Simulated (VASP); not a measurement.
Wanted: the native input for a VASP 6.6.1 run.

| Property | Result |
| --- | --- |
| Task | relaxation of cell and atoms |
| Functional | r2SCAN |
| Potentials or basis | VASP PAW PBE potentials, release 64 (Ti_sv) |
| Cutoff | 600 eV |
| k mesh | 11 × 11 × 11 |
| Occupations | fermi-dirac, width 0.05 eV |
| Spin | no spin polarisation |
| Dipole correction | no |
| Further INCAR settings | ALGO = Normal; EDIFF = 1e-06; IBRION = 2; EDIFFG = -0.01; NSW = 60; ISIF = 3 |

Ti:

```
Ti
1.0
     0.00000    2.03000    2.03000
     2.03000    0.00000    2.03000
     2.03000    2.03000    0.00000
Ti
1
Direct
  0.00000 0.00000 0.00000
```

One way to write it, as run:

POSCAR

```
Ti
1.0
    0.0000000000      2.0300000000      2.0300000000
    2.0300000000      0.0000000000      2.0300000000
    2.0300000000      2.0300000000      0.0000000000
Ti
1
Direct
    0.0000000000      0.0000000000      0.0000000000
```

INCAR.step1

```
SYSTEM = Ti
PREC = Accurate ; ENCUT = 600
ISMEAR = -1 ; SIGMA = 0.05
LREAL = .FALSE. ; LASPH = .TRUE.
NELM = 60 ; GGA = PE
ALGO = Normal ; EDIFF = 1E-4
LWAVE = .TRUE. ; LCHARG = .FALSE.
```

INCAR.step2

```
SYSTEM = Ti
PREC = Accurate ; ENCUT = 600
EDIFF = 1E-6 ; ISMEAR = -1
SIGMA = 0.05 ; LREAL = .FALSE.
LASPH = .TRUE. ; NELM = 60
ALGO = Normal ; ISIF = 3
LWAVE = .FALSE. ; LCHARG = .FALSE.
METAGGA = R2SCAN ; LMIXTAU = .TRUE.
IBRION = 2 ; NSW = 60
EDIFFG = -0.01 ; ISTART = 1
```

KPOINTS

```
Automatic mesh
0
G
  11 11 11
  0 0 0
```

Potentials or basis: VASP PAW PBE potentials, release 64 (Ti_sv).

Run with:

```console
$ cat potpaw_PBE.64/Ti_sv/POTCAR > POTCAR
$ cp INCAR.step1 INCAR
$ mpirun -np 1 vasp_std > vasp.out
$ cp INCAR.step2 INCAR
$ mpirun -np 1 vasp_std > vasp.out
```

It gave:

| Quantity | Value |
| --- | --- |
| Relaxed volume | 17.42 Å³/atom |
| Relaxed cell | a = 2.910 Å, b = 2.910 Å, c = 2.910 Å, α = 60.00°, β = 60.00°, γ = 60.00° |
| Space group after relaxing (to 0.05 Å) | Fm-3m (No. 225) |
| Energy gained by relaxing | 9.9 meV/atom |
| Ionic steps | 3 |
| Pressure after relaxing | 0.0 GPa |
| Band gap on the k mesh | zero (band 6 reaches 9.20 eV, above the bottom of band 7 at 7.94 eV) |

Caveat: the PAW data sets were made with another functional, which shifts forces and pressure a little.

It took 2.5 min on 1 thread of AMD EPYC 7R43 64-Core Processor (Zen 3) (shared host), peak memory 0.12 GiB.
